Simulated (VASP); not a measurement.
Set up this calculation in VASP 6.6.1, as the native input.

- Task: single point
- Functional: LDA
- Potentials or basis: VASP PAW LDA potentials, release 64 (Ta_pv)
- Cutoff: 520 eV
- k mesh: 11 × 11 × 5
- Occupations: fermi-dirac, width 0.05 eV
- Spin: no spin polarisation
- Dipole correction: no
- Further INCAR settings: ALGO = Normal; EDIFF = 1e-06; NBANDS = 18

The structure of Ta lies in POSCAR:

```
Ta
1.0
    2.8335986889      0.0000000000      0.0000000000
   -1.4167993444      2.4539684487      0.0000000000
    0.0000000000      0.0000000000      5.0809473883
Ta
2
Direct
    0.3333333333      0.6666666667      0.2500000000
    0.6666666667      0.3333333333      0.7500000000
```

These files were run (other wordings do the same):

INCAR

```
  PREC = Accurate
  ENCUT = 520
  EDIFF = 1E-6
  ISMEAR = -1
  SIGMA = 0.05
  LREAL = F
  LASPH = T
  NELM = 100
  ALGO = Normal
  ISIF = 2
  LWAVE = F
  LCHARG = F
  NBANDS = 18
```

KPOINTS

```
Automatic mesh
0
Gamma
  11 11 5
```

Potentials or basis: VASP PAW LDA potentials, release 64 (Ta_pv).

Launch:

```bash
$ cat potpaw_LDA.64/Ta_pv/POTCAR > POTCAR
$ mpirun -np 1 vasp_std > vasp.out
```

Results of the run:

The pressure is 0.9 GPa and the band gap on the k mesh is zero (band 11 reaches 7.15 eV, above the bottom of band 12 at 5.37 eV).

Caveat: spin-orbit coupling is left out, which moves the levels of the heavy elements.

Run time: 8.5 s on 1 thread of Intel Xeon 6975P-C (shared host), peak memory 0.16 GiB.
